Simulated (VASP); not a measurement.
Ti3Si:

```
Ti Si
1.0
     5.63131    0.00000    0.00000
    -2.81566    4.87686    0.00000
     0.00000    0.00000    4.50545
Ti Si
6 2
Cartesian
  1.4512 0.8378 3.3791
  4.1801 0.8378 3.3791
  2.8157 3.2012 3.3791
  1.3645 4.0390 1.1264
  -1.3645 4.0390 1.1264
  0.0000 1.6757 1.1264
  0.0000 3.2512 3.3791
  2.8157 1.6256 1.1264
```

```yaml
Program: VASP 6.6.1
Task: relaxation of cell and atoms
Functional: LDA
Potentials_or_basis: VASP PAW LDA potentials, release 64 (Ti_sv, Si)
Cutoff: 600 eV
k_mesh: 6 × 6 × 8
Occupations: gaussian, width 0.1 eV
Spin: no spin polarisation
```

At the start: pressure -7.4 GPa; volume 15.47 Å³/atom.

Q: How do energy, volume and symmetry change on relaxing?

A: Over 8 steps the energy falls by 19.9 meV/atom and the volume is 14.64 Å³/atom (-5.3 %); space group P6_3/mmc (No. 194, to 0.1 Å) before and after.

The path:
```csv
step,energy change (eV),largest force (eV/Å),pressure (GPa),volume (Å³)
1,0.0000,0.0141,-7.39,123.73
2,-0.0136,0.0302,8.34,111.39
3,-0.1580,0.0251,-0.30,117.22
4,-0.1579,0.0249,0.22,117.00
5,-0.1588,0.0103,-0.15,117.31
6,-0.1588,0.0076,-0.26,117.36
7,-0.1588,0.0147,-0.24,117.33
8,-0.1590,0.0029,0.02,117.12
```

Final structure:
```
Ti Si
1.0
     5.51814    0.00000    0.00000
    -2.75907    4.77885    0.00000
     0.00000    0.00000    4.44125
Ti Si
6 2
Direct
  0.34305 0.17152 0.75000
  0.82848 0.17152 0.75000
  0.82848 0.65695 0.75000
  0.65695 0.82848 0.25000
  0.17152 0.82848 0.25000
  0.17152 0.34305 0.25000
  0.33333 0.66667 0.75000
  0.66667 0.33333 0.25000
```
